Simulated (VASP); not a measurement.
# Co (P6_3/mmc) in VASP: notebook

The runs below take Co through single point, relaxation of cell and atoms, with revPBE.

Program: VASP 6.6.1. These are calculated values, not measurements. Logs are shortened: lines on timing, memory, paths and dates and some standing lists are left out, and cuts for length are marked.

## Step 1: The cell of the first run

Symmetry: P6_3/mmc, No. 194, hexagonal system. Conventional cell: a = 2.609 Å, b = 2.609 Å, c = 4.212 Å, α = 90.00°, β = 90.00°, γ = 120.00°. Co (site symmetry -6m2) has 12 Co at 2.59 to 2.61 Å within 3.4 Å.

## Step 2: Single point, revPBE, collinear spin, ferromagnetic start (12.42 Å³/atom)

The input, INCAR:

```
ALGO = Normal ; EDIFF = 1E-6
ENCUT = 520 ; GGA = RE
ISIF = 2 ; ISMEAR = -1
ISPIN = 2 ; LASPH = True
LCHARG = False ; LMAXMIX = 4
LORBIT = 11 ; LREAL = False
LWAVE = False ; MAGMOM = 1.714 1.714
NBANDS = 20 ; NELM = 150
PREC = Accurate ; SIGMA = 0.05
```

The input, KPOINTS:

```
k-points
0
Gamma
  23 23 13
```

The input, POSCAR:

```
Co
1.0
    2.6089685047      0.0000000000      0.0000000000
   -1.3044842523      2.2594330028      0.0000000000
    0.0000000000      0.0000000000      4.2123110453
Co
2
Direct
    0.3333333333      0.6666666667      0.2500000000
    0.6666666667      0.3333333333      0.7500000000
```

Potentials or basis: VASP PAW PBE potentials, release 64 (Co).

Started as:

```bash
cat potpaw_PBE.64/Co/POTCAR > POTCAR
mpirun -np 1 vasp_std > vasp.out
```

OUTCAR:

```text
EDIFF = 1E-6
   ENCUT = 520
   GGA = RE
   ISIF = 2
   ISMEAR = -1
   ISPIN = 2
   LASPH = True
   LORBIT = 11
   LREAL = False
   NELM = 150
   PREC = Accurate

 ion  position               nearest neighbor table
   1  0.333  0.667  0.250-   2 2.59   2 2.59   2 2.59   2 2.59   2 2.59   2 2.59
   2  0.667  0.333  0.750-   1 2.59   1 2.59   1 2.59   1 2.59   1 2.59   1 2.59

  LATTYP: Found a hexagonal cell.
 ALAT       =     2.6089685047
 C/A-ratio  =     1.6145503626

  Lattice vectors:

 A1 = (   2.6089685047,   0.0000000000,   0.0000000000)
 A2 = (  -1.3044842523,   2.2594330028,   0.0000000000)
 A3 = (   0.0000000000,   0.0000000000,   4.2123110453)

Analysis of symmetry for initial positions (statically):
=====================================================================
 Subroutine PRICEL returns:
 Original cell was already a primitive cell.

 Routine SETGRP: Setting up the symmetry group for a
 hexagonal supercell.

 Subroutine GETGRP returns: Found 24 space group operations
 (whereof 12 operations were pure point group operations)
 out of a pool of 24 trial point group operations.

The static configuration has the point symmetry D_3d.
 The point group associated with its full space group is D_6h.

Analysis of symmetry for dynamics (positions and initial velocities):
=====================================================================
 Subroutine PRICEL returns:
 Original cell was already a primitive cell.

 Routine SETGRP: Setting up the symmetry group for a
 hexagonal supercell.

 Subroutine GETGRP returns: Found 24 space group operations
 (whereof 12 operations were pure point group operations)
 out of a pool of 24 trial point group operations.

The dynamic configuration has the point symmetry D_3d.
 The point group associated with its full space group is D_6h.

Analysis of structural, dynamic, and magnetic symmetry:
=====================================================================
 Subroutine PRICEL returns:
 Original cell was already a primitive cell.

 Routine SETGRP: Setting up the symmetry group for a
 hexagonal supercell.

 Subroutine GETGRP returns: Found 24 space group operations
 (whereof 12 operations were pure point group operations)
 out of a pool of 24 trial point group operations.

The overall configuration has the point symmetry D_3d.
 The point group associated with its full space group is D_6h.

 Subroutine INISYM returns: Found 24 space group operations
 (whereof 12 operations are pure point group operations),
 and found     1 'primitive' translations

----------------------------------------------------------------------------------------

[... 110 lines left out ...]
   IMIX   =      4    mixing-type and parameters
     AMIX     =   0.40;   BMIX     =  1.00
     AMIX_MAG =   1.60;   BMIX_MAG =  1.00
  volume/ion in A,a.u.               =      12.42        83.78
  Fermi-wavevector in a.u.,A,eV,Ry     =   1.470628  2.779083 29.425945  2.162746
  Thomas-Fermi vector in A             =   2.585862
   LORBIT       =     11    0 simple, 1 ext, 2 COOP (PROOUT), +10 PAW based schemes
   GGA     = RE    functional components
   LHFCALC =     F    Hartree Fock is set to
   AEXX    =    0.0000 exact exchange contribution
   IVDW    =     0    specifies the selected vdW correction
   LEPSILON=     F    determine dielectric tensor
   LRPA    =     F    only Hartree local field effects (RPA)
 spin polarized calculation
  energy-cutoff  :      520.00
  volume of cell :       24.83
 maximum number of plane-waves:       689
 NGX is ok and might be reduce to    20
   NGX =  9   NGY =  9   NGZ = 15

 number of electron      17.9999993 magnetization       3.4169006

 Free energy of the ion-electron system (eV)
  ---------------------------------------------------
  ext. energy  EPLUGINS =         0.00000000
  ---------------------------------------------------
  free energy    TOTEN  =       -13.09048357 eV

  energy without entropy =      -13.07306405  energy(sigma->0) =      -13.08177381

 E-fermi :   8.5947     XC(G=0): -12.5454

 val. band max:        8.5915681659   @ k =   0.4348   0.1304   0.3846
 cond. band min:       8.5995886355   @ k =   0.4348  -0.0000   0.1538
 fundamental gap:      0.0080204696
 Fermi energy:         8.5946996880

 spin component 1

 k-point     1 :       0.0000    0.0000    0.0000
  band No.  band energies     occupation
      1       0.4679      1.00000
      2       4.0149      1.00000
      3       6.0950      1.00000
      4       6.1023      1.00000
      5       6.1023      1.00000
      6       6.3488      1.00000
[... 541 lines left out ...]
     19      31.9216      0.00000
     20      34.5711      0.00000

 [... further k-points ...]

 spin component 2

 k-point     1 :       0.0000    0.0000    0.0000
  band No.  band energies     occupation
      1       0.3901      1.00000
      2       5.0162      1.00000
      3       7.8494      1.00000
      4       7.8743      1.00000
      5       7.8743      1.00000
      6       8.1743      0.99978
[... 541 lines left out ...]
     19      31.8807      0.00000
     20      34.6578      0.00000

 [... further k-points ...]
[... 5 lines left out ...]
  --------------------------------------------------------------------------------------
  -------------------------------------------------------------------------------------
  Total       -2.6981320     -2.6981320     -2.6164612     -0.0000000     -0.0000000      0.0000000
  in kB     -174.0944943   -174.0944943   -168.8247583     -0.0000000     -0.0000000      0.0000000
  external PRESSURE =    -172.3379156 kB  Pullay stress =       0.0000000 kB

 VOLUME and BASIS-vectors are now :
 -----------------------------------------------------------------------------
  energy-cutoff  :      520.00
  volume of cell :       24.83
      direct lattice vectors                 reciprocal lattice vectors
     2.608968505  0.000000000  0.000000000     0.383293243  0.221294457  0.000000000
    -1.304484252  2.259433003  0.000000000     0.000000000  0.442588914  0.000000000
     0.000000000  0.000000000  4.212311045     0.000000000  0.000000000  0.237399373

 POSITION                                       TOTAL-FORCE (eV/Angst)
 -----------------------------------------------------------------------------------
     -0.00000      1.50629      1.05308         0.000000     -0.000000     -0.000000
      1.30448      0.75314      3.15923        -0.000000      0.000000      0.000000
 -----------------------------------------------------------------------------------
    total drift:                               -0.000000      0.000000     -0.000000

  FREE ENERGIE OF THE ION-ELECTRON SYSTEM (eV)
  ---------------------------------------------------
  free  energy   TOTEN  =       -13.0904835742 eV

  energy  without entropy=      -13.0730640527  energy(sigma->0) =      -13.08177381

 total charge

# of ion       s       p       d       tot
------------------------------------------
    1        0.439   0.417   7.186   8.042
    2        0.439   0.417   7.186   8.042
--------------------------------------------------
tot          0.878   0.834  14.372  16.084

 magnetization (x)

# of ion       s       p       d       tot
------------------------------------------
    1       -0.014  -0.054   1.828   1.760
    2       -0.014  -0.054   1.828   1.760
--------------------------------------------------
tot         -0.027  -0.108   3.655   3.519
```

OSZICAR:

```text
N       E                     dE             d eps       ncg     rms          rms(c)
DAV:   1     0.860969879930E+02    0.86097E+02   -0.78852E+03 32596   0.115E+03
DAV:   2    -0.106638828031E+02   -0.96761E+02   -0.87224E+02 31872   0.211E+02
DAV:   3    -0.150187928021E+02   -0.43549E+01   -0.41539E+01 35636   0.549E+01
DAV:   4    -0.150845029121E+02   -0.65710E-01   -0.65660E-01 38348   0.597E+00
DAV:   5    -0.150864064763E+02   -0.19036E-02   -0.19035E-02 36284   0.958E-01    0.133E+01
DAV:   6    -0.137383098048E+02    0.13481E+01   -0.91654E+00 34916   0.588E+01    0.869E+00
DAV:   7    -0.131101221433E+02    0.62819E+00   -0.16573E+00 35092   0.232E+01    0.362E+00
DAV:   8    -0.131038404147E+02    0.62817E-02   -0.21365E-02 41236   0.132E+00    0.160E+00
DAV:   9    -0.130902698092E+02    0.13571E-01   -0.49507E-03 47584   0.111E+00    0.541E-01
DAV:  10    -0.130904795528E+02   -0.20974E-03   -0.53154E-04 41032   0.274E-01    0.312E-01
DAV:  11    -0.130904789617E+02    0.59116E-06   -0.51181E-04 45232   0.330E-01    0.408E-02
DAV:  12    -0.130904824932E+02   -0.35316E-05   -0.38916E-05 33268   0.563E-02    0.212E-02
DAV:  13    -0.130904836128E+02   -0.11196E-05   -0.28196E-06 41276   0.155E-02    0.121E-02
DAV:  14    -0.130904835742E+02    0.38611E-07   -0.71779E-07 26560   0.672E-03
   1 F= -.13090484E+02 E0= -.13081774E+02  d E =-.174195E-01  mag=     3.4174
```

It took 3.6 min on 1 thread of Intel Xeon Platinum 8488C (Sapphire Rapids), shared host; peak memory 0.36 GiB.

What came out:

* Free energy: -13.0905 eV
* Pressure: -17.2 GPa
* Net moment: 3.42 μB per cell
* Site moments: Co +1.76 μB
* Valence electrons inside the program's atomic spheres: Co 8.04

Stress tensor (GPa, compression positive):
```
-17.41   0.00   0.00
  0.00 -17.41   0.00
  0.00   0.00 -16.88
```

Caveat: the cell stands under tension; the PAW data sets were made with another functional, which shifts forces and pressure a little.

## Step 3: Single point, revPBE, collinear spin, antiferromagnetic start

This run uses another cell than the first one, of 11.09 Å³/atom.

The input, INCAR:

```
ALGO = Normal
EDIFF = 1E-6
ENCUT = 520
GGA = RE
ISIF = 2
ISMEAR = -1
ISPIN = 2
LASPH = True
LCHARG = False
LMAXMIX = 4
LORBIT = 11
LREAL = False
LWAVE = False
MAGMOM = 1.7 -1.7
NBANDS = 20
NELM = 150
PREC = Accurate
SIGMA = 0.05
```

The input, KPOINTS:

```
k-points
0
Gamma
  14 14 8
```

The input, POSCAR:

```
Co
1.0
    2.5122586527      0.0000000000      0.0000000000
   -1.2561293263      2.1756798141      0.0000000000
    0.0000000000      0.0000000000      4.0562012185
Co
2
Direct
    0.3333333333      0.6666666667      0.2500000000
    0.6666666667      0.3333333333      0.7500000000
```

Potentials or basis: VASP PAW PBE potentials, release 64 (Co).

Started as:

```bash
cat potpaw_PBE.64/Co/POTCAR > POTCAR
mpirun -np 1 vasp_std > vasp.out
```

It took 43 s on 1 thread of Intel Xeon 6975P-C (Granite Rapids), shared host; peak memory 0.19 GiB.

It converged, with:

- Free energy: -12.7717 eV
- Pressure: -5.6 GPa
- Band gap on the k mesh: zero (filled and empty bands overlap)
- Net moment: 0.00 μB per cell
- Site moments: Co +1.08, -1.08 μB
- Valence electrons inside the program's atomic spheres: Co 8.23

Stress tensor (GPa, compression positive):
```
-6.59  0.00  0.00
 0.00 -6.59  0.00
 0.00  0.00 -3.63
```

Levels at points of the mesh, in eV from the Fermi level:
Spin up:
```csv
k point,band 5,band 6,band 7,band 8,band 9,band 10,band 11,band 12,band 13,band 14
"(0.00, 0.00, 0.00)",-1.81,-1.40,-1.40,-1.01,-1.01,-0.11,0.26,0.26,6.66,21.61
"(0.50, 0.00, 0.00)",-2.12,-1.70,-1.34,-0.36,0.37,0.88,1.72,3.69,9.68,10.36
"(0.00, 0.00, 0.50)",-2.25,-1.85,-1.68,-1.68,-0.52,-0.52,0.18,0.18,14.93,15.06
"(0.50, 0.00, 0.50)",-1.58,-0.63,-0.52,-0.24,-0.15,0.88,1.75,1.77,7.40,7.58
```
Spin down:
| k point | band 6 | band 7 | band 8 | band 9 | band 10 | band 11 | band 12 | band 13 |
| --- | --- | --- | --- | --- | --- | --- | --- | --- |
| (0.00, 0.00, 0.00) | -1.40 | -1.40 | -1.01 | -1.01 | -0.11 | 0.26 | 0.26 | 6.66 |
| (0.50, 0.00, 0.00) | -1.70 | -1.34 | -0.36 | 0.37 | 0.88 | 1.72 | 3.69 | 9.68 |
| (0.00, 0.00, 0.50) | -1.85 | -1.68 | -1.68 | -0.52 | -0.52 | 0.18 | 0.18 | 14.93 |
| (0.50, 0.00, 0.50) | -0.63 | -0.52 | -0.24 | -0.15 | 0.88 | 1.75 | 1.77 | 7.40 |

Caveat: the cell stands under tension; the PAW data sets were made with another functional, which shifts forces and pressure a little.

## Step 4: Relaxation of cell and atoms, revPBE, collinear spin, antiferromagnetic start

This run uses another cell than the first one, of 11.07 Å³/atom.

The input, INCAR:

```
SYSTEM = Co
PREC     = Accurate       ! precision mode
ENCUT    = 600            ! plane-wave cutoff, eV
EDIFF    = 1E-6           ! SCF threshold, eV
ISMEAR   = -1             ! smearing method
SIGMA    = 0.05           ! smearing width, eV
LREAL    = .False.        ! projectors in reciprocal space
LASPH    = .True.         ! aspherical terms in the spheres
NELM     = 150            ! most SCF steps
ALGO     = Normal         ! electronic algorithm
ISIF     = 3              ! what is computed and relaxed
LWAVE    = .False.        ! write WAVECAR
LCHARG   = .False.        ! write CHGCAR
ISPIN    = 2              ! spin polarisation
MAGMOM   = 1.7 -1.7       ! initial moments
LORBIT   = 11             ! projections on sites
LMAXMIX  = 4              ! l up to which the mixer works
GGA      = RE             ! functional
IBRION   = 2              ! ionic algorithm
NSW      = 80             ! ionic steps
EDIFFG   = -0.01          ! ionic threshold
```

The input, KPOINTS:

```
Automatic mesh
0
Gamma
  14 14 8
  0 0 0
```

The input, POSCAR:

```
Co
1.0
    2.5070990085      0.0000000000      0.0000000000
   -1.2535495042      2.1712114311      0.0000000000
    0.0000000000      0.0000000000      4.0686000000
Co
2
Direct
    0.3333333333      0.6666666667      0.2500000000
    0.6666666667      0.3333333333      0.7500000000
```

Started as:

```bash
cat potpaw_PBE.64/Co/POTCAR > POTCAR
mpirun -np 1 vasp_std > vasp.out
```

Wall time 2.9 min (1 thread of Intel Xeon 6975P-C (Granite Rapids), shared host); peak memory 0.21 GiB.

Results (log left out):

```yaml
Free_energy: -12.7865 eV
Relaxed_volume: 10.68 Å³/atom
Relaxed_cell: a = 2.479 Å, b = 2.479 Å, c = 4.011 Å, α = 90.00°, β = 90.00°, γ = 120.00°
Space_group_after_relaxing_to_0.1_Å: P6_3/mmc (No. 194)
Energy_gained_by_relaxing: 6.8 meV/atom
Ionic_steps: 8
Pressure_after_relaxing: 0.0 GPa
Band_gap_on_the_k_mesh: zero (filled and empty bands overlap)
Net_moment: 0.00 μB per cell
Site_moments: Co +0.87, -0.87 μB
Valence_electrons_inside_the_program's_atomic_spheres: Co 8.30
```

Stress tensor (GPa, compression positive):
```
 0.05  0.00  0.00
 0.00  0.05  0.00
 0.00  0.00 -0.05
```

Step by step:
| step | energy change (eV) | largest force (eV/Å) | pressure (GPa) | volume (Å³) |
| --- | --- | --- | --- | --- |
| 1 | 0.0000 | 0.0000 | -5.26 | 22.15 |
| 2 | -0.0086 | 0.0000 | 3.16 | 21.00 |
| 3 | -0.0131 | 0.0000 | -0.10 | 21.41 |
| 4 | -0.0131 | 0.0000 | -0.20 | 21.43 |
| 5 | -0.0134 | 0.0000 | -0.12 | 21.39 |
| 6 | -0.0135 | 0.0000 | -0.05 | 21.37 |
| 7 | -0.0134 | 0.0000 | 0.14 | 21.31 |
| 8 | -0.0135 | 0.0000 | 0.02 | 21.35 |

Final structure:
```
CELL_PARAMETERS angstrom
2.47923 0.00000 0.00000
-1.23961 2.14707 0.00000
0.00000 0.00000 4.01098
ATOMIC_POSITIONS crystal
Co 0.33333 0.66667 0.25000
Co 0.66667 0.33333 0.75000
```

Levels at points of the mesh, in eV from the Fermi level:
Spin up:
| k point | band 6 | band 7 | band 8 | band 9 | band 10 | band 11 | band 12 | band 13 |
| --- | --- | --- | --- | --- | --- | --- | --- | --- |
| (0.00, 0.00, 0.00) | -1.31 | -1.31 | -1.15 | -1.15 | -0.13 | 0.21 | 0.21 | 6.97 |
| (0.50, 0.00, 0.00) | -1.79 | -1.42 | -0.20 | 0.37 | 0.83 | 1.85 | 3.87 | 9.98 |
| (0.00, 0.00, 0.50) | -2.02 | -1.71 | -1.71 | -0.49 | -0.49 | 0.10 | 0.10 | 15.33 |
| (0.50, 0.00, 0.50) | -0.58 | -0.58 | -0.19 | -0.14 | 0.84 | 1.83 | 1.85 | 7.76 |
Spin down:
```
           k point  band 7  band 8  band 9  band 10  band 11  band 12
(0.00, 0.00, 0.00)   -1.31   -1.15   -1.15    -0.13     0.21     0.21
(0.50, 0.00, 0.00)   -1.42   -0.20    0.37     0.83     1.85     3.87
(0.00, 0.00, 0.50)   -1.71   -1.71   -0.49    -0.49     0.10     0.10
(0.50, 0.00, 0.50)   -0.58   -0.19   -0.14     0.84     1.83     1.85
```

Caveat: the PAW data sets were made with another functional, which shifts forces and pressure a little.

## Step 5: Summary

| task | spin | cell | k mesh | cutoff (eV) | gap on the mesh (eV) | pressure (GPa) | moment (μB) |
| --- | --- | --- | --- | --- | --- | --- | --- |
| single point | collinear, ferromagnetic start | a = 2.609, b = 2.609, c = 4.212 Å, angles 90.0, 90.0, 120.0°, 2 atoms | 23 × 23 × 13 | 520 | none | -17.2 | 3.42 |
| single point | collinear, antiferromagnetic start | a = 2.512, b = 2.512, c = 4.056 Å, angles 90.0, 90.0, 120.0°, 2 atoms | 14 × 14 × 8 | 520 | none | -5.6 | 0.00 |
| relaxation of cell and atoms | collinear, antiferromagnetic start | relaxed from a = 2.507, b = 2.507, c = 4.069 Å, angles 90.0, 90.0, 120.0°, 2 atoms | 14 × 14 × 8 | 600 | none | 0.0 | 0.00 |

Alike in all rows: level revPBE; potentials or basis VASP PAW PBE potentials, release 64 (Co); smearing fermi-dirac 0.05 eV.

Caveats: the PAW data sets were made with another functional, which shifts forces and pressure a little; the cell stands under tension (at least some runs).

Total energies depend on the potentials used, so only differences within one code and one set of settings carry meaning.
